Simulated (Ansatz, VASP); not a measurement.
CaS: VASP beside Ansatz

File INCAR:

```
PREC = Accurate
ENCUT = 500
EDIFF = 1E-6
ISMEAR = 0
SIGMA = 0.02
LREAL = False
LASPH = True
NELM = 120
ALGO = Normal
ISIF = 2
LWAVE = False
LCHARG = True
GGA = PE
LELF = True
LVHAR = True
NBANDS = 15
GGA_COMPAT = False
```

File KPOINTS:

```
regular mesh
0
Gamma
  8 8 8
```

Contents of POSCAR:

```
CaS
1.0
    0.0000000000      2.7367576807      2.7367576807
    2.7367576807      0.0000000000      2.7367576807
    2.7367576807      2.7367576807      0.0000000000
Ca S
1 1
Direct
    0.0000000000      0.0000000000      0.0000000000
    0.5000000000      0.5000000000      0.5000000000
```

Input for Ansatz:

```yaml
crystal:
  lattice:
    - [0.0, 2.7367576807, 2.7367576807]
    - [2.7367576807, 0.0, 2.7367576807]
    - [2.7367576807, 2.7367576807, 0.0]
  atoms:
    - { symbol: Ca, position: [0.0, 0.0, 0.0] }
    - { symbol: S, position: [0.5, 0.5, 0.5] }
basis:
  ecutwfc: 420
kpoints:
  mp_grid: { grid: [8, 8, 8] }
hamiltonian:
  xc: pbe
scf:
  occupations: { method: gaussian, width: 0.02 }
output:
  forces: true
  stress: true
  eigenvalues: true
```

Alike in both runs: task single point; functional PBE; k mesh 8 × 8 × 8; occupations gaussian, width 0.02 eV; no spin polarisation.

|  | VASP | Ansatz |
| --- | --- | --- |
| version | VASP 6.6.1 | Ansatz 0.2.0 |
| potentials or method | VASP PAW PBE potentials, release 64 (Ca_sv, S), cutoff 500 eV | scalar-relativistic, plane waves, PAW |
| valence electrons in the cell | 16 | 16 |

Ansatz gave:

```
gap on the k mesh at the Fermi level (eV) : 2.04
least direct gap on the mesh (eV)         : 2.93
pressure (GPa)                            : 9.5
```

Q: Which values does VASP return?

A: gap on the k mesh at the Fermi level (eV): 2.04; least direct gap on the mesh (eV): 2.92; pressure (GPa): 9.7.
